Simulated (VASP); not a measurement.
Crystal: Ba.

```xyz
4
Lattice="2.4846 -3.4418 0.0000 2.4846 3.4418 0.0000 0.0000 0.0000 8.5099" Properties=species:S:1:pos:R:3 pbc="T T T"
Ba    2.4846    2.0440    2.5170
Ba    2.4846   -2.0440    2.5170
Ba    2.4846    2.0440    5.9929
Ba    2.4846   -2.0440    5.9929
```

The cell was generated, and may not be a known phase.

```yaml
Program: VASP 6.6.1
Task: relaxation of cell and atoms
Functional: PBE
Potentials_or_basis: VASP PAW PBE potentials, release 64 (Ba_sv)
Cutoff: 600 eV
k_mesh: 4 × 4 × 2
Occupations: gaussian, width 0.1 eV
Spin: no spin polarisation
```

At the start: pressure 36.3 GPa; volume 36.39 Å³/atom.

Task: Where does the relaxation end?

Result: Over 18 steps the energy falls by 2865.8 meV/atom and the volume is 61.07 Å³/atom (+67.8 %); space group Cmmm (No. 65, to 0.1 Å) before, Pm-3m (No. 221, to 0.1 Å).

Step by step:
```tsv
step	energy change (eV)	largest force (eV/Å)	pressure (GPa)	volume (Å³)
1	0.0000	0.2945	36.29	145.55
2	-9.6758	0.9727	-0.67	355.29
3	-9.7810	0.9852	-0.63	343.00
4	-9.8651	0.9995	-0.58	332.46
5	-9.9794	1.2466	0.69	251.23
6	-10.0917	1.1211	-0.03	284.45
7	-10.0925	1.1357	0.04	280.22
8	-10.3225	1.0311	-0.09	282.05
9	-10.8136	0.7041	-0.43	287.36
10	-11.0366	0.2518	-0.67	297.10
11	-11.2597	0.2201	-0.61	280.81
12	-11.2959	0.2843	-0.54	273.99
13	-11.3008	0.3181	-0.52	271.19
14	-11.3813	0.2576	-0.34	259.14
15	-11.4447	0.1432	0.17	239.04
16	-11.4578	0.0865	0.07	241.62
17	-11.4604	0.0488	0.00	243.42
18	-11.4632	0.0166	-0.01	244.29
```

Final structure:
```yaml
crystal:
  lattice:
    - [3.93740, -3.92813, 0.00000]
    - [3.93740, 3.92813, 0.00000]
    - [0.00000, 0.00000, 7.89740]
  atoms:
    - { symbol: Ba, position: [0.25025, 0.74975, 0.25057] }
    - { symbol: Ba, position: [0.74975, 0.25025, 0.25057] }
    - { symbol: Ba, position: [0.25025, 0.74975, 0.74943] }
    - { symbol: Ba, position: [0.74975, 0.25025, 0.74943] }
```

Caveat: the k points lie up to 0.40 Å⁻¹ apart in the final cell; the volume moved by over 15 % at a fixed basis, so the end points are rough; the highest band is partly filled, so the run has too few bands.
